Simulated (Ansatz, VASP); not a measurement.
**BiPt in VASP and in Ansatz**

Contents of INCAR:

```
SYSTEM = BiPt
PREC = Accurate ; ENCUT = 520
EDIFF = 1E-6 ; ISMEAR = -1
SIGMA = 0.05 ; LREAL = .FALSE.
LASPH = .TRUE. ; NELM = 100
ALGO = Normal ; ISIF = 2
LWAVE = .FALSE. ; LCHARG = .FALSE.
NBANDS = 33
```

File KPOINTS:

```
Automatic mesh
0
G
  9 9 6
  0 0 0
```

Contents of POSCAR:

```
BiPt
1.0
    4.4013001690      0.0000000000      0.0000000000
   -2.2006500846      3.8116377560      0.0000000000
    0.0000000000      0.0000000000      5.4900000000
Bi Pt
2 2
Direct
    0.3333333333      0.6666666667      0.2500000000
    0.6666666667      0.3333333333      0.7500000000
    0.0000000000      0.0000000000      0.0000000000
    0.0000000000      0.0000000000      0.5000000000
```

Input for Ansatz:

```yaml
crystal:
  lattice:
    - [4.401300169, 0.0, 0.0]
    - [-2.2006500846, 3.811637756, 0.0]
    - [0.0, 0.0, 5.49]
  atoms:
    - { symbol: Bi, position: [0.3333333333, 0.6666666667, 0.25] }
    - { symbol: Bi, position: [0.6666666667, 0.3333333333, 0.75] }
    - { symbol: Pt, position: [0.0, 0.0, 0.0] }
    - { symbol: Pt, position: [0.0, 0.0, 0.5] }
kpoints:
  mp_grid: { grid: [9, 9, 6] }
  band_path:
    path:
      - [0.0, 0.0, 0.0]
      - [0.5, 0.0, 0.0]
      - [0.3333333333, 0.3333333333, 0.0]
      - [0.0, 0.0, 0.0]
      - [0.0, 0.0, 0.5]
      - [0.5, 0.0, 0.5]
      - [0.3333333333, 0.3333333333, 0.5]
      - [0.0, 0.0, 0.5]
      - [0.5, 0.0, 0.5]
    npoints: 5
scf:
  occupations: { method: fermi_dirac, width: 0.05 }
hamiltonian:
  xc: lda
  pseudopotentials: { kind: all_electron, lapw: { basis_error: 0.0005 } }
output:
  forces: true
  stress: true
  eigenvalues: true
```

Change from the starting cell: equal xx and yy strain of +2 %.

Alike in both runs: task single point; functional LDA; k mesh 9 × 9 × 6; occupations fermi-dirac, width 0.05 eV; no spin polarisation.

|  | VASP | Ansatz |
| --- | --- | --- |
| version | VASP 6.6.1 | Ansatz 0.2.0 |
| potentials or method | VASP PAW LDA potentials, release 64 (Bi_d, Pt), cutoff 520 eV | all-electron LAPW, scalar-relativistic |

```csv
,VASP,Ansatz,Ansatz less VASP
pressure (GPa),-4.4,-4.7,-0.26
"traceless stress, the component that is largest in VASP (GPa)",0.33,0.22,-0.109
```

LDA's correlation is that of Perdew and Zunger in VASP and of Perdew and Wang (1992) in Ansatz. Ansatz ran all-electron here, and VASP with PAW potentials.

Spin-orbit coupling is off throughout.
